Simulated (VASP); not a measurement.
Input of a VASP 6.6.1 run:

The input POSCAR:

```
GaGe
1.0
    0.0000000000      2.8978440000      2.8978440000
    2.8978440000      0.0000000000      2.8978440000
    2.8978440000      2.8978440000      0.0000000000
Ge Ga
1 1
Direct
    0.0000000000      0.0000000000      0.0000000000
    0.2500000000      0.2500000000      0.2500000000
```

File INCAR.step1:

```
SYSTEM = GaGe
PREC = Accurate ; ENCUT = 520
EDIFF = 1E-5 ; ISMEAR = -1
SIGMA = 0.05 ; LREAL = .False.
LASPH = .True. ; NELM = 100
ALGO = Normal ; ISIF = 2
LWAVE = .True. ; LCHARG = .False.
GGA = PE ; NBANDS = 20
```

INCAR.step2

```
SYSTEM = GaGe
PREC = Accurate ; ENCUT = 520
EDIFF = 1E-6 ; ISMEAR = -1
SIGMA = 0.05 ; LREAL = .False.
LASPH = .True. ; NELM = 100
ALGO = Normal ; ISIF = 2
LWAVE = .False. ; LCHARG = .False.
GGA = PE ; LHFCALC = .True.
AEXX = 0.25 ; HFSCREEN = 0.3
PRECFOCK = Normal ; ISTART = 1
NBANDS = 20
```

Contents of KPOINTS:

```
regular mesh
0
Gamma
  4 4 4
  0 0 0
```

Potentials or basis: VASP PAW PBE potentials, release 64 (Ge_d, Ga_d).

Command:

```sh
$ cat potpaw_PBE.64/Ge_d/POTCAR potpaw_PBE.64/Ga_d/POTCAR > POTCAR
$ cp INCAR.step1 INCAR
$ mpirun -np 1 vasp_std > vasp.out
$ cp INCAR.step2 INCAR
$ mpirun -np 1 vasp_std > vasp.out
```

What does it give for the pressure?

-1.4 GPa.

Predict the band gap on the k mesh.

zero (an odd number of electrons rules out a gap without spin polarisation).

Caveat: the k points lie up to 0.47 Å⁻¹ apart, too coarse for converged energies and pressures of a metal; the PAW data sets were made with another functional, which shifts forces and pressure a little.
